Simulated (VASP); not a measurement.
# SiC (Moissanite) (P6_3mc) in VASP: further runs

Runs on SiC (Moissanite). Level: LDA. Tasks: single point.

All numbers are computed with VASP 6.6.1; they aren't measurements. Logs are shortened: lines on timing, memory, paths and dates and some standing lists are left out, and cuts for length are marked.

### Step 1. The cell of the first run

It takes space group P6_3mc (No. 186, hexagonal). Conventional cell: a = 3.156 Å, b = 3.156 Å, c = 5.179 Å, α = 90.00°, β = 90.00°, γ = 120.00°. Within 2.5 Å of Si (site symmetry 3m) lie 4 C at 1.92 to 1.99 Å. C (site symmetry 3m) has 4 Si at 1.92 to 1.99 Å within 2.5 Å.

### Step 2. Single point, LDA

The input, INCAR:

```
PREC = Accurate
ENCUT = 520
EDIFF = 1E-6
ISMEAR = 1
SIGMA = 0.05
LREAL = F
LASPH = T
NELM = 100
ALGO = Normal
ISIF = 2
LWAVE = F
LCHARG = F
NBANDS = 16
```

The input, KPOINTS:

```
Automatic mesh
0
Gamma
  12 12 4
```

The input, POSCAR:

```
SiC
1.0
    3.1559316072      0.0000000000      0.0000000000
   -1.5779658036      2.7331169423      0.0000000000
    0.0000000000      0.0000000000      5.1791751473
Si C
2 2
Direct
    0.3333333333      0.6666666667      0.0000000000
    0.6666666667      0.3333333333      0.5000000000
    0.3333333333      0.6666666667      0.3850000000
    0.6666666667      0.3333333333      0.8850000000
```

Potentials or basis: VASP PAW LDA potentials, release 64 (Si, C).

Launch:

```console
$ cat potpaw_LDA.64/Si/POTCAR potpaw_LDA.64/C/POTCAR > POTCAR
$ mpirun -np 1 vasp_std > vasp.out
```

OUTCAR:

```text
PREC = Accurate
   ENCUT = 520
   EDIFF = 1E-6
   ISMEAR = 1
   LREAL = F
   LASPH = T
   NELM = 100
   ISIF = 2

 ion  position               nearest neighbor table
   1  0.333  0.667  0.000-   4 1.92   4 1.92   4 1.92   3 1.99
   2  0.667  0.333  0.500-   3 1.92   3 1.92   3 1.92   4 1.99
   3  0.333  0.667  0.385-   2 1.92   2 1.92   2 1.92   1 1.99
   4  0.667  0.333  0.885-   1 1.92   1 1.92   1 1.92   2 1.99

  LATTYP: Found a hexagonal cell.
 ALAT       =     3.1559316072
 C/A-ratio  =     1.6410923277

  Lattice vectors:

 A1 = (   3.1559316072,   0.0000000000,   0.0000000000)
 A2 = (  -1.5779658036,   2.7331169423,   0.0000000000)
 A3 = (   0.0000000000,   0.0000000000,   5.1791751473)

Analysis of symmetry for initial positions (statically):
=====================================================================
 Subroutine PRICEL returns:
 Original cell was already a primitive cell.

 Routine SETGRP: Setting up the symmetry group for a
 hexagonal supercell.

 Subroutine GETGRP returns: Found 12 space group operations
 (whereof  6 operations were pure point group operations)
 out of a pool of 24 trial point group operations.

The static configuration has the point symmetry C_3v.
 The point group associated with its full space group is C_6v.

Analysis of symmetry for dynamics (positions and initial velocities):
=====================================================================
 Subroutine PRICEL returns:
 Original cell was already a primitive cell.

 Routine SETGRP: Setting up the symmetry group for a
 hexagonal supercell.

 Subroutine GETGRP returns: Found 12 space group operations
 (whereof  6 operations were pure point group operations)
 out of a pool of 24 trial point group operations.

The dynamic configuration has the point symmetry C_3v.
 The point group associated with its full space group is C_6v.

 Subroutine INISYM returns: Found 12 space group operations
 (whereof  6 operations are pure point group operations),
 and found     1 'primitive' translations

----------------------------------------------------------------------------------------

                                     Primitive cell

  volume of cell :      44.6731

  direct lattice vectors                    reciprocal lattice vectors
     3.155931607  0.000000000  0.000000000     0.316863647  0.182941312  0.000000000
    -1.577965804  2.733116942  0.000000000     0.000000000  0.365882625  0.000000000
     0.000000000  0.000000000  5.179175147     0.000000000  0.000000000  0.193080939

  length of vectors
     3.155931607  3.155931605  5.179175147     0.365882624  0.365882625  0.193080939

  position of ions in fractional coordinates (direct lattice)
     0.333333333  0.666666667  0.000000000
     0.666666667  0.333333333  0.500000000
     0.333333333  0.666666667  0.385000000
     0.666666667  0.333333333  0.885000000

  ion indices of the primitive-cell ions
   primitive index   ion index
                 1           1
                 2           2
                 3           3
                 4           4

----------------------------------------------------------------------------------------

 KPOINTS: Automatic mesh

Automatic generation of k-mesh.
 Grid dimensions read from file:
 generate k-points for:   12   12    4

 Generating k-lattice:

  Cartesian coordinates                     Fractional coordinates (reciprocal lattice)
     0.026405304  0.015245109  0.000000000     0.083333333  0.000000000  0.000000000
     0.000000000  0.030490219  0.000000000     0.000000000  0.083333333  0.000000000
     0.000000000  0.000000000  0.048270235     0.000000000  0.000000000  0.250000000

  Length of vectors
     0.030490219  0.030490219  0.048270235

  Shift w.r.t. Gamma in fractional coordinates (k-lattice)
     0.000000000  0.000000000  0.000000000

 Subroutine IBZKPT returns following result:
 ===========================================

 Found     57 irreducible k-points:

 Following reciprocal coordinates:
            Coordinates               Weight
  0.000000  0.000000  0.000000      1.000000
  0.083333  0.000000  0.000000      6.000000
  0.166667  0.000000  0.000000      6.000000
  0.250000  0.000000  0.000000      6.000000
  0.333333  0.000000  0.000000      6.000000
  0.416667  0.000000  0.000000      6.000000
[... 16 lines left out ...]
  0.250000  0.000000  0.250000     12.000000
  0.333333  0.000000  0.250000     12.000000
 [... further k-points ...]
   k-points           NKPTS =     57   k-points in BZ     NKDIM =     57   number of bands    NBANDS=     16
   number of dos      NEDOS =    301   number of ions     NIONS =      4
   total plane-waves  NPLWV =  23040
   dimension x,y,z NGX =    24 NGY =   24 NGZ =   40
   dimension x,y,z NGXF=    48 NGYF=   48 NGZF=   80
   ions per type =               2   2
   NGX,Y,Z   is equivalent  to a cutoff of  12.64, 12.64, 12.84 a.u.
   NGXF,Y,Z  is equivalent  to a cutoff of  25.29, 25.29, 25.68 a.u.
 SYSTEM =  unknown system
   PREC   = accura    normal or accurate (medium, high low for compatibility)
   ISTART =      0    job   : 0-new  1-cont  2-samecut
   ICHARG =      2    charge: 1-file 2-atom 10-const
   ISPIN  =      1    spin polarized calculation?
   LNONCOLLINEAR =      F non collinear calculations
   LSORBIT =      F    spin-orbit coupling
   LASPH  =      T    aspherical Exc in radial PAW
   ENCUT  =  520.0 eV  38.22 Ry    6.18 a.u.   5.87  5.87  9.63*2*pi/ulx,y,z
   NELM   =    100;   NELMIN=  2; NELMDL= -5     # of ELM steps
   EDIFF  = 0.1E-05   stopping-criterion for ELM
   LREAL  =      F    real-space projection
[... 7 lines left out ...]
   TEBEG  =    0.0;   TEEND  =   0.0 temperature during run
   PSTRESS=    0.0 pullay stress
   NELECT =      16.0000    total number of electrons
   NUPDOWN=      -1.0000    fix difference up-down
   EMIN   =  10.00;   EMAX   =-10.00  energy-range for DOS
   EFERMI =   0.00;   METHOD = LEGACY
   ISMEAR =     1;   SIGMA  =   0.05  broadening in eV -4-tet -1-fermi 0-gaus
   EFERMI_NEDOS =   21; number of points for ismear=-14 and -15
   IALGO  =     38    algorithm
   IMIX   =      4    mixing-type and parameters
     AMIX     =   0.40;   BMIX     =  1.00
     AMIX_MAG =   1.60;   BMIX_MAG =  1.00
  volume/ion in A,a.u.               =      11.17        75.37
  Fermi-wavevector in a.u.,A,eV,Ry     =   1.162606  2.197007 18.390363  1.351654
  Thomas-Fermi vector in A             =   2.299166
   LORBIT       =      0    0 simple, 1 ext, 2 COOP (PROOUT), +10 PAW based schemes
   GGA     = CA    functional components
   LHFCALC =     F    Hartree Fock is set to
   AEXX    =    0.0000 exact exchange contribution
   IVDW    =     0    specifies the selected vdW correction
   LEPSILON=     F    determine dielectric tensor
   LRPA    =     F    only Hartree local field effects (RPA)
 non-spin polarized calculation
 Methfessel and Paxton  Order N= 1 SIGMA  =   0.05
  energy-cutoff  :      520.00
  volume of cell :       44.67
 maximum number of plane-waves:      1224
 NGX is ok and might be reduce to    24
   NGX = 11   NGY = 11   NGZ = 19

 number of electron      16.0000001 magnetization

 Free energy of the ion-electron system (eV)
  ---------------------------------------------------
  ext. energy  EPLUGINS =         0.00000000
  ---------------------------------------------------
  free energy    TOTEN  =       -33.00414779 eV

  energy without entropy =      -33.00415525  energy(sigma->0) =      -33.00415028

 E-fermi :   7.5404     XC(G=0): -11.2257

 val. band max:        7.4998888750   @ k =   0.0000   0.0000   0.0000
 cond. band min:       9.8288971727   @ k =   0.3333   0.3333   0.0000
 fundamental gap:      2.3290082977
 Fermi energy:         7.5403731556

 k-point     1 :       0.0000    0.0000    0.0000
  band No.  band energies     occupation
      1      -7.5360      2.00000
      2      -4.2687      2.00000
      3      -0.7690      2.00000
      4       5.9864      2.00000
      5       5.9864      2.00000
      6       7.2224      2.00000
[... 8 lines left out ...]
     15      15.5809      0.00000
     16      18.0380      0.00000

 k-point     2 :       0.0833    0.0000    0.0000
  band No.  band energies     occupation
      1      -7.4220      2.00000
      2      -4.1697      2.00000
      3      -0.6660      2.00000
      4       5.3252      2.00000
      5       5.7921      2.00000
      6       6.7681      2.00000
[... 8 lines left out ...]
     15      15.8821      0.00000
     16      17.4422      0.00000

 k-point     3 :       0.1667    0.0000    0.0000
  band No.  band energies     occupation
      1      -7.0831      2.00000
      2      -3.8805      2.00000
      3      -0.3682      2.00000
      4       3.9074      2.00000
      5       5.3482      2.00000
      6       5.6729      2.00000
[... 8 lines left out ...]
     15      16.4225      0.00000
     16      16.6132      0.00000

 k-point     4 :       0.2500    0.0000    0.0000
  band No.  band energies     occupation
      1      -6.5299      2.00000
      2      -3.4334      2.00000
      3       0.0611      2.00000
      4       2.3925      2.00000
      5       4.3315      2.00000
      6       4.8627      2.00000
[... 8 lines left out ...]
     15      16.7067      0.00000
     16      17.5207      0.00000

 k-point     5 :       0.3333    0.0000    0.0000
  band No.  band energies     occupation
      1      -5.7894      2.00000
      2      -2.9351      2.00000
      3       0.1836      2.00000
      4       1.5122      2.00000
      5       2.9767      2.00000
      6       4.4596      2.00000
[... 8 lines left out ...]
     15      17.4823      0.00000
     16      18.2894      0.00000

 k-point     6 :       0.4167    0.0000    0.0000
  band No.  band energies     occupation
      1      -4.9440      2.00000
      2      -2.7445      2.00000
      3      -0.2983      2.00000
      4       1.6915      2.00000
      5       2.0061      2.00000
      6       4.1998      2.00000
[... 8 lines left out ...]
     15      17.3312      0.00000
     16      18.7519      0.00000

 k-point     7 :       0.5000    0.0000    0.0000
  band No.  band energies     occupation
      1      -4.4071      2.00000
      2      -2.9796      2.00000
      3      -0.2827      2.00000
      4       1.1390      2.00000
      5       2.3340      2.00000
      6       4.1105      2.00000
[... 8 lines left out ...]
     15      17.0703      0.00000
     16      19.0520      0.00000

 k-point     8 :       0.0833    0.0833    0.0000
  band No.  band energies     occupation
      1      -7.1955      2.00000
      2      -3.9754      2.00000
      3      -0.4651      2.00000
      4       4.4054      2.00000
      5       5.2762      2.00000
      6       6.1586      2.00000
[... 8 lines left out ...]
     15      16.4828      0.00000
     16      17.0993      0.00000

 k-point     9 :       0.1667    0.0833    0.0000
  band No.  band energies     occupation
      1      -6.7490      2.00000
      2      -3.6053      2.00000
      3      -0.0934      2.00000
      4       3.0714      2.00000
      5       4.4635      2.00000
      6       5.2159      2.00000
[... 8 lines left out ...]
     15      16.4692      0.00000
     16      17.3875      0.00000
[... 172 lines left out ...]
 k-point    19 :       0.3333    0.3333    0.0000
  band No.  band energies     occupation
      1      -3.2820      2.00000
      2      -3.2820      2.00000
      3       0.9689      2.00000
      4       1.0730      2.00000
      5       1.0730      2.00000
      6       3.6043      2.00000
[... 8 lines left out ...]
     15      18.0023      0.00000
     16      18.0023      0.00000

 k-point    20 :       0.0000    0.0000    0.2500
  band No.  band energies     occupation
      1      -7.2503      2.00000
      2      -5.1677      2.00000
      3       0.6067      2.00000
      4       5.9674      2.00000
      5       6.1439      2.00000
      6       6.1439      2.00000
[... 8 lines left out ...]
     15      15.0471      0.00000
     16      17.3432      0.00000

 k-point    21 :       0.0833    0.0000    0.2500
  band No.  band energies     occupation
      1      -7.1370      2.00000
      2      -5.0621      2.00000
      3       0.6926      2.00000
      4       5.5129      2.00000
      5       5.8296      2.00000
      6       5.9601      2.00000
[... 8 lines left out ...]
     15      15.3661      0.00000
     16      17.4202      0.00000

 k-point    22 :       0.1667    0.0000    0.2500
  band No.  band energies     occupation
      1      -6.8004      2.00000
      2      -4.7508      2.00000
      3       0.9209      2.00000
      4       4.1682      2.00000
      5       5.0058      2.00000
      6       5.5346      2.00000
[... 8 lines left out ...]
     15      16.1904      0.00000
     16      17.2537      0.00000

 k-point    23 :       0.2500    0.0000    0.2500
  band No.  band energies     occupation
      1      -6.2517      2.00000
      2      -4.2551      2.00000
      3       1.0836      2.00000
      4       2.8704      2.00000
      5       3.6732      2.00000
      6       5.0631      2.00000
[... 8 lines left out ...]
     15      17.2513      0.00000
     16      17.4371      0.00000

 k-point    24 :       0.3333    0.0000    0.2500
  band No.  band energies     occupation
      1      -5.5198      2.00000
      2      -3.6388      2.00000
      3       0.4242      2.00000
      4       2.2017      2.00000
      5       2.7050      2.00000
      6       4.6686      2.00000
[... 8 lines left out ...]
     15      17.8999      0.00000
     16      18.3440      0.00000

 [... further k-points ...]
[... 5 lines left out ...]
  --------------------------------------------------------------------------------------
  -------------------------------------------------------------------------------------
  Total       -4.8063936     -4.8063936     -5.2588822      0.0000000      0.0000000      0.0000000
  in kB     -172.3786681   -172.3786679   -188.6069221      0.0000000      0.0000000      0.0000000
  external PRESSURE =    -177.7880860 kB  Pullay stress =       0.0000000 kB

 VOLUME and BASIS-vectors are now :
 -----------------------------------------------------------------------------
  energy-cutoff  :      520.00
  volume of cell :       44.67
      direct lattice vectors                 reciprocal lattice vectors
     3.155931607  0.000000000  0.000000000     0.316863647  0.182941312  0.000000000
    -1.577965804  2.733116942  0.000000000     0.000000000  0.365882625  0.000000000
     0.000000000  0.000000000  5.179175147     0.000000000  0.000000000  0.193080939

 POSITION                                       TOTAL-FORCE (eV/Angst)
 -----------------------------------------------------------------------------------
     -0.00000      1.82208      0.00000         0.000000      0.000000      0.621731
      1.57797      0.91104      2.58959        -0.000000     -0.000000      0.621731
     -0.00000      1.82208      1.99398        -0.000000     -0.000000     -0.621731
      1.57797      0.91104      4.58357         0.000000     -0.000000     -0.621731
 -----------------------------------------------------------------------------------
    total drift:                               -0.000000      0.000000     -0.000322

  FREE ENERGIE OF THE ION-ELECTRON SYSTEM (eV)
  ---------------------------------------------------
  free  energy   TOTEN  =       -33.0041477891 eV

  energy  without entropy=      -33.0041552523  energy(sigma->0) =      -33.00415028
```

Run time: 21 s. Hardware: 1 thread of Intel Xeon Platinum 8259CL at 2.50GHz (Skylake/Cascade Lake), shared host; peak memory 0.15 GiB.

What came out:

```yaml
Free_energy: -33.0041 eV
Pressure: -17.8 GPa
Largest_force: 0.622 eV/Å
Band_gap_on_the_k_mesh: 2.33 eV, indirect (least direct gap 3.81 eV)
```

Forces in eV/Å, atoms in the order of the input:
```
Si   0.000  0.000  0.622
Si   0.000  0.000  0.622
C    0.000  0.000 -0.622
C    0.000  0.000 -0.622
```

Levels at points of the mesh, in eV from the valence-band top:
| k point | band 4 | band 5 | band 6 | band 7 | band 8 | band 9 | band 10 | band 11 | band 12 | band 13 |
| --- | --- | --- | --- | --- | --- | --- | --- | --- | --- | --- |
| (0.00, 0.00, 0.00) | -1.51 | -1.51 | -0.28 | -0.28 | 0.00 | 3.93 | 5.23 | 5.97 | 5.97 | 6.81 |
| (0.50, 0.00, 0.00) | -6.36 | -5.17 | -3.39 | -3.07 | -1.46 | 2.35 | 4.01 | 6.07 | 6.83 | 8.91 |
| (0.00, 0.00, 0.50) | -4.29 | -0.95 | -0.95 | -0.95 | -0.95 | 4.98 | 4.98 | 6.67 | 6.67 | 6.67 |
| (0.50, 0.00, 0.50) | -8.13 | -2.59 | -2.59 | -2.26 | -2.26 | 2.92 | 2.92 | 4.57 | 4.57 | 9.74 |

### Step 3. Single point, LDA

This run uses another cell than the first one, of 11.58 Å³/atom, 1.037 times its volume.

INCAR: that of step 2 with these lines changed.

```diff
@@ -7,3 +7,3 @@
 LASPH = T
-NELM = 100
+NELM = 80
 ALGO = Normal
```

KPOINTS is that of step 2.

The input, POSCAR:

```
SiC
1.0
    3.1944223715      0.0000000000      0.0000000000
   -1.5972111857      2.7664509220      0.0000000000
    0.0000000000      0.0000000000      5.2423420452
Si C
2 2
Direct
    0.3333333333      0.6666666667      0.0000000000
    0.6666666667      0.3333333333      0.5000000000
    0.3333333333      0.6666666667      0.3850000000
    0.6666666667      0.3333333333      0.8850000000
```

Potentials or basis: VASP PAW LDA potentials, release 64 (Si, C).

Launch:

```console
$ cat potpaw_LDA.64/Si/POTCAR potpaw_LDA.64/C/POTCAR > POTCAR
$ mpirun -np 1 vasp_std > vasp.out
```

Run time: 20 s. Hardware: 1 thread of Intel Xeon Platinum 8259CL at 2.50GHz (Skylake/Cascade Lake), shared host; peak memory 0.15 GiB.

It converged, with:

```
Free energy            : -32.7932 eV
Pressure               : -23.0 GPa
Largest force          : 0.574 eV/Å
Band gap on the k mesh : 2.29 eV, indirect (least direct gap 3.63 eV)
```

Forces on the atoms (eV/Å):
```
Si   0.000  0.000  0.574
Si   0.000  0.000  0.574
C    0.000  0.000 -0.574
C    0.000  0.000 -0.574
```

Stress tensor (GPa, compression positive):
```
-22.80   0.00   0.00
  0.00 -22.80   0.00
  0.00   0.00 -23.41
```

Levels at points of the mesh, in eV from the valence-band top:
```tsv
k point	band 4	band 5	band 6	band 7	band 8	band 9	band 10	band 11	band 12	band 13
(0.00, 0.00, 0.00)	-1.49	-1.49	-0.28	-0.28	0.00	3.63	4.84	5.78	5.78	6.52
(0.50, 0.00, 0.00)	-6.29	-5.04	-3.32	-2.97	-1.45	2.29	3.96	5.80	6.70	8.62
(0.00, 0.00, 0.50)	-4.22	-0.94	-0.94	-0.94	-0.94	4.67	4.67	6.48	6.48	6.48
(0.50, 0.00, 0.50)	-7.98	-2.54	-2.54	-2.22	-2.22	2.83	2.83	4.42	4.42	9.49
```

A k mesh can miss the band edges.
